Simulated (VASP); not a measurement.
Input of a VASP 6.6.1 run:

The input INCAR:

```
SYSTEM = Sb
PREC     = Accurate       ! precision mode
ENCUT    = 520            ! plane-wave cutoff, eV
EDIFF    = 1E-7           ! SCF threshold, eV
ISMEAR   = 0              ! smearing method
SIGMA    = 0.1            ! smearing width, eV
LREAL    = .False.        ! projectors in reciprocal space
LASPH    = .True.         ! aspherical terms in the spheres
NELM     = 60             ! most SCF steps
ALGO     = Normal         ! electronic algorithm
ISIF     = 2              ! what is computed and relaxed
LWAVE    = .False.        ! write WAVECAR
LCHARG   = .True.         ! write CHGCAR
GGA      = CA             ! functional
LELF     = .True.         ! ELF
LVHAR    = .True.       
NBANDS   = 12             ! bands
```

File KPOINTS:

```
regular mesh
0
Gamma
  12 12 12
  0 0 0
```

POSCAR

```
Sb
1.0
    2.1468850328      1.2395046532      3.6556912551
   -2.1468850328      1.2395046532      3.6556912551
    0.0000000000     -2.4790093016      3.6556912567
Sb
2
Direct
    0.2641230965      0.2641230965      0.2641230965
    0.7358769035      0.7358769035      0.7358769035
```

Potentials or basis: VASP PAW LDA potentials, release 64 (Sb).

Launch:

```console
$ cat potpaw_LDA.64/Sb/POTCAR > POTCAR
$ mpirun -np 1 vasp_std > vasp.out
```

(1) What does it give for the largest force?

(2) Predict the band gap on the k mesh.

(3) What does it give for the pressure?

Results:

(1) 0.064 eV/Å.

(2) zero (bands 5 and 6 overlap by 0.27 eV).

(3) 0.3 GPa.

Caveat: spin-orbit coupling is left out, which moves the levels of the heavy elements.
